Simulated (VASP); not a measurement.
# Sb (Pm-3m) in VASP: a series of runs

Aim: see how the results for Sb move with the level of theory and the settings. Levels: PBE0, PBE-based screened hybrid. Tasks: single point.

Everything below comes from runs of VASP 6.6.1. Logs are shortened: lines on timing, memory, paths and dates and some standing lists are left out, and cuts for length are marked.

## (1) The cell of the first run

Symmetry: Pm-3m, No. 221, cubic system. The conventional cell has a = 3.202 Å, b = 3.202 Å, c = 3.202 Å, α = 90.00°, β = 90.00°, γ = 90.00°. Sb (site symmetry m-3m) has 6 Sb at 3.20 Å within 4.2 Å.

## (2) Single point, PBE0

Input file POSCAR:

```
Sb
1.0
    3.2015837161      0.0000000000      0.0000000000
    0.0000000000      3.2015837161      0.0000000000
    0.0000000000      0.0000000000      3.2015837161
Sb
1
Direct
    0.0000000000      0.0000000000      0.0000000000
```

Input file INCAR.step1:

```
SYSTEM = Sb
ALGO = Normal
EDIFF = 1E-5
ENCUT = 520
GGA = PE
ISIF = 2
ISMEAR = -1
LASPH = .TRUE.
LREAL = .FALSE.
LWAVE = .TRUE.
NBANDS = 8
NELM = 60
PREC = Accurate
SIGMA = 0.05
```

Input file INCAR.step2:

```
SYSTEM = Sb
AEXX = 0.25
ALGO = Normal
EDIFF = 1E-6
ENCUT = 520
GGA = PE
ISIF = 2
ISMEAR = -1
ISTART = 1
LASPH = .TRUE.
LCHARG = .TRUE.
LELF = .TRUE.
LHFCALC = .TRUE.
LREAL = .FALSE.
LVHAR = .TRUE.
LWAVE = .FALSE.
NBANDS = 8
NELM = 60
PREC = Accurate
PRECFOCK = Normal
SIGMA = 0.05
```

Input file KPOINTS:

```
k-points
0
G
  4 4 4
  0 0 0
```

Potentials or basis: VASP PAW PBE potentials, release 64 (Sb).

Run with:

```
> cat potpaw_PBE.64/Sb/POTCAR > POTCAR
> cp INCAR.step1 INCAR
> mpirun -np 1 vasp_std > vasp.out
> cp INCAR.step2 INCAR
> mpirun -np 1 vasp_std > vasp.out
```

OUTCAR:

```text
SYSTEM = Sb
   AEXX = 0.25
   EDIFF = 1E-6
   ENCUT = 520
   GGA = PE
   ISIF = 2
   ISMEAR = -1
   ISTART = 1
   LASPH = .TRUE.
   LHFCALC = .TRUE.
   LREAL = .FALSE.
   NELM = 60
   PREC = Accurate
   PRECFOCK = Normal

 ion  position               nearest neighbor table
   1  0.000  0.000  0.000-

  LATTYP: Found a simple cubic cell.
 ALAT       =     3.2015837161

  Lattice vectors:

 A1 = (   3.2015837161,   0.0000000000,   0.0000000000)
 A2 = (   0.0000000000,   3.2015837161,   0.0000000000)
 A3 = (   0.0000000000,   0.0000000000,   3.2015837161)

Analysis of symmetry for initial positions (statically):
=====================================================================
 Subroutine PRICEL returns:
 Original cell was already a primitive cell.

 Routine SETGRP: Setting up the symmetry group for a
 simple cubic supercell.

 Subroutine GETGRP returns: Found 48 space group operations
 (whereof 48 operations were pure point group operations)
 out of a pool of 48 trial point group operations.

The static configuration has the point symmetry O_h .

Analysis of symmetry for dynamics (positions and initial velocities):
=====================================================================
 Subroutine PRICEL returns:
 Original cell was already a primitive cell.

 Routine SETGRP: Setting up the symmetry group for a
 simple cubic supercell.

 Subroutine GETGRP returns: Found 48 space group operations
 (whereof 48 operations were pure point group operations)
 out of a pool of 48 trial point group operations.

The dynamic configuration has the point symmetry O_h .

 Subroutine INISYM returns: Found 48 space group operations
 (whereof 48 operations are pure point group operations),
 and found     1 'primitive' translations

----------------------------------------------------------------------------------------

                                     Primitive cell

  volume of cell :      32.8167

  direct lattice vectors                    reciprocal lattice vectors
     3.201583716  0.000000000  0.000000000     0.312345417  0.000000000  0.000000000
     0.000000000  3.201583716  0.000000000     0.000000000  0.312345417  0.000000000
     0.000000000  0.000000000  3.201583716     0.000000000  0.000000000  0.312345417

  length of vectors
     3.201583716  3.201583716  3.201583716     0.312345417  0.312345417  0.312345417

  position of ions in fractional coordinates (direct lattice)
     0.000000000  0.000000000  0.000000000

  ion indices of the primitive-cell ions
   primitive index   ion index
                 1           1

----------------------------------------------------------------------------------------

 KPOINTS: k-points

Automatic generation of k-mesh.
 Grid dimensions read from file:
 generate k-points for:    4    4    4

 Generating k-lattice:

  Cartesian coordinates                     Fractional coordinates (reciprocal lattice)
     0.078086354  0.000000000  0.000000000     0.250000000  0.000000000  0.000000000
     0.000000000  0.078086354  0.000000000     0.000000000  0.250000000  0.000000000
     0.000000000  0.000000000  0.078086354     0.000000000  0.000000000  0.250000000

  Length of vectors
     0.078086354  0.078086354  0.078086354

  Shift w.r.t. Gamma in fractional coordinates (k-lattice)
     0.000000000  0.000000000  0.000000000

 Subroutine IBZKPT returns following result:
 ===========================================

 Found     10 irreducible k-points:

 Following reciprocal coordinates:
            Coordinates               Weight
  0.000000  0.000000  0.000000      1.000000
  0.250000  0.000000  0.000000      6.000000
  0.500000  0.000000  0.000000      3.000000
  0.250000  0.250000  0.000000     12.000000
  0.500000  0.250000  0.000000     12.000000
  0.500000  0.500000  0.000000      3.000000
  0.250000  0.250000  0.250000      8.000000
  0.500000  0.250000  0.250000     12.000000
  0.500000  0.500000  0.250000      6.000000
  0.500000  0.500000  0.500000      1.000000
   k-points           NKPTS =     10   k-points in BZ     NKDIM =     64   number of bands    NBANDS=      8
   number of dos      NEDOS =    301   number of ions     NIONS =      1
   total plane-waves  NPLWV =  13824
   dimension x,y,z NGX =    24 NGY =   24 NGZ =   24
   dimension x,y,z NGXF=    48 NGYF=   48 NGZF=   48
   ions per type =               1
   NGX,Y,Z   is equivalent  to a cutoff of  12.46, 12.46, 12.46 a.u.
   NGXF,Y,Z  is equivalent  to a cutoff of  24.92, 24.92, 24.92 a.u.
 SYSTEM =  Sb
   PREC   = accura    normal or accurate (medium, high low for compatibility)
   ISTART =      1    job   : 0-new  1-cont  2-samecut
   ICHARG =      0    charge: 1-file 2-atom 10-const
   ISPIN  =      1    spin polarized calculation?
   LNONCOLLINEAR =      F non collinear calculations
   LSORBIT =      F    spin-orbit coupling
   LASPH  =      T    aspherical Exc in radial PAW
   ENCUT  =  520.0 eV  38.22 Ry    6.18 a.u.   5.95  5.95  5.95*2*pi/ulx,y,z
   NELM   =     60;   NELMIN=  2; NELMDL=  0     # of ELM steps
   EDIFF  = 0.1E-05   stopping-criterion for ELM
   LREAL  =      F    real-space projection
   EDIFFG = 0.1E-04   stopping-criterion for IOM
   NSW    =      0    number of steps for IOM
   IBRION =     -1    ionic relax: 0-MD 1-quasi-New 2-CG
   NFREE  =      0    steps in history (QN), initial steepest desc. (CG)
   ISIF   =      2    stress and relaxation
   ISYM   =      3    0-nonsym 1-usesym 2-fastsym
   POTIM  = 0.5000    time-step for ionic-motion
   TEBEG  =    0.0;   TEEND  =   0.0 temperature during run
   PSTRESS=    0.0 pullay stress
   NELECT =       5.0000    total number of electrons
   NUPDOWN=      -1.0000    fix difference up-down
   EMIN   =  10.00;   EMAX   =-10.00  energy-range for DOS
   EFERMI =   0.00;   METHOD = LEGACY
   ISMEAR =    -1;   SIGMA  =   0.05  broadening in eV -4-tet -1-fermi 0-gaus
   EFERMI_NEDOS =   21; number of points for ismear=-14 and -15
   IALGO  =     38    algorithm
   IMIX   =      1    mixing-type and parameters
     AMIX     =   0.40;   BMIX     =  1.00
     AMIX_MAG =   1.60;   BMIX_MAG =  1.00
  volume/ion in A,a.u.               =      32.82       221.46
  Fermi-wavevector in a.u.,A,eV,Ry     =   0.874380  1.652338 10.402192  0.764540
  Thomas-Fermi vector in A             =   1.993902
   LORBIT       =      0    0 simple, 1 ext, 2 COOP (PROOUT), +10 PAW based schemes
   GGA     = PE    functional components
   LHFCALC =     T    Hartree Fock is set to
   PRECFOCK=normal    Normal, Fast or Accurate (Low or Medium for compatibility)
   ENCUT4O =  -1.0   cutoff for four orbital integrals eV
   NKREDX  =     1    reduce k-point grid by
   NKREDY  =     1    reduce k-point grid by
   NKREDZ  =     1    reduce k-point grid by
   AEXX    =    0.2500 exact exchange contribution
   HFSCREEN=    0.0000 screening length (either q_TF or 0.3 A-1)
   HFSCREENC=   0.0000 screening length for correlation (either q_TF or 0.3 A-1)
   ENCUTFOCK=  -1.0 apply spherical cutoff to Coloumb kernel
   IVDW    =     0    specifies the selected vdW correction
   LEPSILON=     F    determine dielectric tensor
   LRPA    =     F    only Hartree local field effects (RPA)
 non-spin polarized calculation
  energy-cutoff  :      520.00
  volume of cell :       32.82
 maximum number of plane-waves:       912
 NGX is ok and might be reduce to    24
  NGX = 18; NGY = 18; NGZ = 18

 number of electron       5.0000001 magnetization

 Free energy of the ion-electron system (eV)
  ---------------------------------------------------
  ext. energy  EPLUGINS =         0.00000000
  ---------------------------------------------------
  free energy    TOTEN  =        -5.05240756 eV

  energy without entropy =       -5.04360989  energy(sigma->0) =       -5.04800872

 E-fermi :   6.1536     XC(G=0):  -7.3419

 val. band max:        4.8989928354   @ k =   0.2500   0.2500   0.2500
 cond. band min:       6.2355915587   @ k =   0.5000   0.2500   0.0000
 fundamental gap:      1.3365987233
 Fermi energy:         6.1535947088

 k-point     1 :       0.0000    0.0000    0.0000
  band No.  band energies     occupation
      1      -7.7067      2.00000
      2       9.5716      0.00000
      3       9.5716      0.00000
      4       9.5716      0.00000
      5      13.4169      0.00000
      6      13.4169      0.00000
      7      14.4541      0.00000
      8      23.9612      0.00000

 k-point     2 :       0.2500    0.0000    0.0000
  band No.  band energies     occupation
      1      -6.8320      2.00000
      2       3.3609      2.00000
      3      10.3902      0.00000
      4      10.3902      0.00000
      5      14.1435      0.00000
      6      14.9210      0.00000
      7      19.8773      0.00000
      8      20.4357      0.00000

 k-point     3 :       0.5000    0.0000    0.0000
  band No.  band energies     occupation
      1      -5.3582      2.00000
      2      -0.3266      2.00000
      3      11.5564      0.00000
      4      11.5564      0.00000
      5      15.4734      0.00000
      6      17.2942      0.00000
      7      17.7239      0.00000
      8      18.0256      0.00000

 k-point     4 :       0.2500    0.2500    0.0000
  band No.  band energies     occupation
      1      -5.9486      2.00000
      2       4.0428      2.00000
      3       4.5234      2.00000
      4      11.2135      0.00000
      5      14.6721      0.00000
      6      15.6452      0.00000
      7      20.4562      0.00000
      8      20.8664      0.00000

 k-point     5 :       0.5000    0.2500    0.0000
  band No.  band energies     occupation
      1      -4.4418      2.00000
      2       0.5339      2.00000
      3       6.2356      0.32495
      4      11.9508      0.00000
      5      12.3645      0.00000
      6      17.1621      0.00000
      7      18.6843      0.00000
      8      18.7573      0.00000

 k-point     6 :       0.5000    0.5000    0.0000
  band No.  band energies     occupation
      1      -2.7778      2.00000
      2       1.8119      2.00000
      3       1.8119      2.00000
      4       9.0027      0.00000
      5      13.4611      0.00000
      6      19.0295      0.00000
      7      19.8311      0.00000
      8      19.8311      0.00000

 k-point     7 :       0.2500    0.2500    0.2500
  band No.  band energies     occupation
      1      -5.0577      2.00000
      2       4.8990      2.00000
      3       4.8990      2.00000
      4       6.4068      0.01257
      5      15.1913      0.00000
      6      16.0573      0.00000
      7      16.0573      0.00000
      8      21.0482      0.00000

 k-point     8 :       0.5000    0.2500    0.2500
  band No.  band energies     occupation
      1      -3.5165      2.00000
      2       1.3841      2.00000
      3       6.7897      0.00001
      4       7.6597      0.00000
      5      12.3506      0.00000
      6      13.2842      0.00000
      7      17.1668      0.00000
      8      20.5197      0.00000

 k-point     9 :       0.5000    0.5000    0.2500
  band No.  band energies     occupation
      1      -1.8194      2.00000
      2       2.6196      2.00000
      3       2.6196      2.00000
      4       8.5328      0.00000
      5       9.8596      0.00000
      6      14.3724      0.00000
      7      14.3724      0.00000
      8      17.4053      0.00000

 k-point    10 :       0.5000    0.5000    0.5000
  band No.  band energies     occupation
      1       0.0629      2.00000
      2       3.7447      2.00000
      3       3.7447      2.00000
      4       3.7447      2.00000
      5      11.5965      0.00000
      6      11.5965      0.00000
      7      11.5965      0.00000
      8      13.9513      0.00000

------------------------ aborting loop because EDIFF is reached ----------------------------------------

  FORCE on cell =-STRESS in cart. coord.  units (eV):
  Direction    XX          YY          ZZ          XY          YZ          ZX
  --------------------------------------------------------------------------------------
  -------------------------------------------------------------------------------------
  Total       -1.6142436     -1.6142436     -1.6142436      0.0000000      0.0000000      0.0000000
  in kB      -78.8106792    -78.8106792    -78.8106792      0.0000000      0.0000000      0.0000000
  external PRESSURE =     -78.8106792 kB  Pullay stress =       0.0000000 kB

 VOLUME and BASIS-vectors are now :
 -----------------------------------------------------------------------------
  energy-cutoff  :      520.00
  volume of cell :       32.82
      direct lattice vectors                 reciprocal lattice vectors
     3.201583716  0.000000000  0.000000000     0.312345417  0.000000000  0.000000000
     0.000000000  3.201583716  0.000000000     0.000000000  0.312345417  0.000000000
     0.000000000  0.000000000  3.201583716     0.000000000  0.000000000  0.312345417

 POSITION                                       TOTAL-FORCE (eV/Angst)
 -----------------------------------------------------------------------------------
      0.00000      0.00000      0.00000         0.000000      0.000000      0.000000
 -----------------------------------------------------------------------------------
    total drift:                               -0.000000     -0.000000     -0.000000

  FREE ENERGIE OF THE ION-ELECTRON SYSTEM (eV)
  ---------------------------------------------------
  free  energy   TOTEN  =        -5.0524075558 eV

  energy  without entropy=       -5.0436098940  energy(sigma->0) =       -5.04800872
```

Run time: 82 s. Hardware: 1 thread of AMD EPYC 7R13, shared host; peak memory 0.11 GiB.

Results:

```
Free energy : -5.0524 eV
Pressure    : -7.9 GPa
```

Levels at points of the mesh, in eV from the Fermi level:
| k point | band 1 | band 2 | band 3 | band 4 | band 5 | band 6 | band 7 |
| --- | --- | --- | --- | --- | --- | --- | --- |
| (0.00, 0.00, 0.00) | -13.86 | 3.42 | 3.42 | 3.42 | 7.26 | 7.26 | 8.30 |
| (0.50, 0.00, 0.00) | -11.51 | -6.48 | 5.40 | 5.40 | 9.32 | 11.14 | 11.57 |
| (0.50, 0.50, 0.00) | -8.93 | -4.34 | -4.34 | 2.85 | 7.31 | 12.88 | 13.68 |
| (0.50, 0.50, 0.50) | -6.09 | -2.41 | -2.41 | -2.41 | 5.44 | 5.44 | 5.44 |

Caveat: the k points lie up to 0.49 Å⁻¹ apart; the PAW data sets were made with another functional, which shifts forces and pressure a little; spin-orbit coupling is left out, which moves the levels of the heavy elements.

(Part 1 of 2 ends here.)
